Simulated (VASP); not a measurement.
**Co: single point with PBEsol**

Crystal: Co.

```xyz
2
Lattice="2.4874 0.0000 0.0000 -1.2437 2.1541 0.0000 0.0000 0.0000 4.0633" Properties=species:S:1:pos:R:3 pbc="T T T"
Co    0.0000    1.4361    3.0074
Co    1.2437    0.7180    1.0559
```

```json
{"Program": "VASP 6.6.1", "Task": "single point", "Functional": "PBEsol", "Potentials or basis": "VASP PAW PBE potentials, release 64 (Co)", "Cutoff": "520 eV", "k mesh": "12 × 12 × 7", "Occupations": "fermi-dirac, width 0.05 eV", "Spin": "collinear spin, ferromagnetic start", "Starting moments": "[3.5, 3.5] μB", "Dipole correction": "no", "Further INCAR settings": "ALGO = Fast; EDIFF = 1e-07; NBANDS = 20"}
```

```yaml
Pressure: -10.0 GPa
Largest_force: 0.430 eV/Å
Net_moment: 3.25 μB per cell
Site_moments: Co +1.64 μB
Valence_electrons_inside_the_program's_atomic_spheres: Co 8.27
```

Forces in eV/Å, atoms in the order of the input:
```
Co   0.000  0.000  0.430
Co   0.000  0.000 -0.430
```

Stress tensor (GPa, compression positive):
```
 -9.01   0.00   0.00
  0.00  -9.01   0.00
  0.00   0.00 -11.91
```

Levels at points of the mesh, in eV from the Fermi level:
Spin up:
```tsv
k point	band 8	band 9	band 10	band 11	band 12	band 13	band 14	band 15
(0.00, 0.00, 0.00)	-1.89	-1.89	-0.83	-0.83	-0.23	6.09	22.00	24.61
(0.50, 0.00, 0.00)	-0.68	-0.66	-0.50	1.28	3.29	9.38	10.34	12.49
```
Spin down:
```tsv
k point	band 5	band 6	band 7	band 8	band 9	band 10
(0.00, 0.00, 0.00)	-0.97	-0.66	-0.66	-0.19	-0.11	-0.11
(0.50, 0.00, 0.00)	-1.10	-1.06	-0.65	1.19	1.28	1.35
```

It took 72 s on 1 thread of Intel(R) Xeon(R) Platinum 8488C (Sapphire Rapids) (shared host), peak memory 0.18 GiB.

Caveat: the PAW data sets were made with another functional, which shifts forces and pressure a little.
